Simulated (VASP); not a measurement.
La: single point with PBE

La:

```
La
1.0
    -2.08796    2.53893    1.86150
     2.53893   -2.08796    1.86150
     4.25331    4.25331   -1.03555
La
2
Direct
  0.04138 0.95862 0.00000
  0.70862 0.29138 0.50000
```

| Property | Result |
| --- | --- |
| Program | VASP 6.6.1 |
| Task | single point |
| Functional | PBE |
| Potentials or basis | VASP PAW PBE potentials, release 64 (La) |
| Cutoff | 520 eV |
| k mesh | 10 × 10 × 7 |
| Occupations | fermi-dirac, width 0.1 eV |
| Spin | no spin polarisation |
| Dipole correction | no |
| Further INCAR settings | ALGO = Normal; EDIFF = 1e-07; NBANDS = 18; ISYM = 0 |

| Item | Value |
| --- | --- |
| Pressure | 0.1 GPa |
| Band gap on the k mesh | zero (bands 11 and 12 overlap by 1.43 eV) |

Levels at points of the mesh, in eV from the Fermi level:
```csv
k point,band 8,band 9,band 10,band 11,band 12,band 13,band 14,band 15
"(0.00, 0.00, 0.00)",-15.88,-3.18,-1.72,1.11,1.32,1.32,1.54,1.62
"(0.50, 0.00, 0.00)",-16.07,-1.55,-1.14,-1.11,1.15,1.23,1.30,1.49
"(0.00, 0.50, 0.00)",-16.07,-1.55,-1.14,-1.11,1.15,1.23,1.30,1.49
"(0.50, 0.50, 0.00)",-16.07,-1.55,-1.14,-1.10,1.15,1.23,1.29,1.49
```

Wall time 4.4 min on 1 thread of Intel(R) Xeon(R) 6975P-C (Granite Rapids) (shared host), peak memory 0.57 GiB.

Caveat: spin-orbit coupling is left out, which moves the levels of the heavy elements.
